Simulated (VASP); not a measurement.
Input of a VASP 6.6.1 run:

INCAR

```
SYSTEM = Ag
PREC = Accurate
ENCUT = 520
EDIFF = 1E-6
ISMEAR = 0
SIGMA = 0.15
LREAL = .FALSE.
LASPH = .TRUE.
NELM = 100
ALGO = Normal
ISIF = 2
LWAVE = .FALSE.
LCHARG = .FALSE.
GGA = PS
NBANDS = 12
```

KPOINTS

```
Automatic mesh
0
G
  20 20 20
  0 0 0
```

The input POSCAR:

```
Ag
1.0
   -1.6142626500      1.6142626500      1.6556540000
    1.6142626500     -1.6142626500      1.6556540000
    1.6142626500      1.6142626500     -1.6556540000
Ag
1
Direct
    0.0000000000      0.0000000000      0.0000000000
```

Potentials or basis: VASP PAW PBE potentials, release 64 (Ag).

Command:

```sh
$ cat potpaw_PBE.64/Ag/POTCAR > POTCAR
$ mpirun -np 1 vasp_std > vasp.out
```

(1) Predict the pressure.

(2) Predict the band gap on the k mesh.

Results:

(1) -3.2 GPa.

(2) zero (an odd number of electrons rules out a gap without spin polarisation).

Caveat: the cell differs from its parent crystal (strain -0.025 along x and y, +0.000 along z); the cell stands under tension; the PAW data sets were made with another functional, which shifts forces and pressure a little.
